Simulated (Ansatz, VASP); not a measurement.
**PbF2 in VASP and in Ansatz**

Contents of INCAR:

```
SYSTEM = PbF2
ALGO = Normal
EDIFF = 1E-6
ENCUT = 520
GGA = PE
ISIF = 2
ISMEAR = 0
LASPH = .TRUE.
LCHARG = .FALSE.
LREAL = .FALSE.
LWAVE = .FALSE.
NBANDS = 21
NELM = 100
PREC = Accurate
SIGMA = 0.02
```

The input KPOINTS:

```
k-points
0
G
  8 8 8
  0 0 0
```

POSCAR

```
PbF2
1.0
    0.0000000000      2.9999686936      2.9999686936
    2.9999686936      0.0000000000      2.9999686936
    2.9999686936      2.9999686936      0.0000000000
Pb F
1 2
Direct
    0.0000000000      0.0000000000      0.0000000000
    0.2500000000      0.2500000000      0.2500000000
    0.7500000000      0.7500000000      0.7500000000
```

Input for Ansatz:

```yaml
crystal:
  lattice:
    - [0.0, 2.9999686936, 2.9999686936]
    - [2.9999686936, 0.0, 2.9999686936]
    - [2.9999686936, 2.9999686936, 0.0]
  atoms:
    - { symbol: Pb, position: [0.0, 0.0, 0.0] }
    - { symbol: F, position: [0.25, 0.25, 0.25] }
    - { symbol: F, position: [0.75, 0.75, 0.75] }
basis:
  ecutwfc: 420
kpoints:
  mp_grid: { grid: [8, 8, 8] }
  band_path: { path: [VBM, CBM], npoints: 2 }
hamiltonian:
  xc: pbe
scf:
  occupations: { method: gaussian, width: 0.02 }
output:
  forces: false
  stress: false
  eigenvalues: true
checkpoint:
  read: start.run
  write: ck
  compress: false
  write_wavefunctions: false
  write_every: 100000
```

Alike in both runs: task single point; functional PBE; k mesh 8 × 8 × 8; occupations gaussian, width 0.02 eV; no spin polarisation.

```csv
,VASP,Ansatz
version,VASP 6.6.1,Ansatz 0.2.0
potentials or method,"VASP PAW PBE potentials, release 64 (Pb_d, F), cutoff 520 eV","scalar-relativistic, plane waves, PAW"
valence electrons in the cell,28,28
```

```csv
,VASP,Ansatz,Ansatz less VASP
gap on the k mesh at the Fermi level (eV),4.42,4.42,+0.003
least direct gap on the mesh (eV),4.56,4.56,+0.002
```

Neither program's run includes spin-orbit coupling.
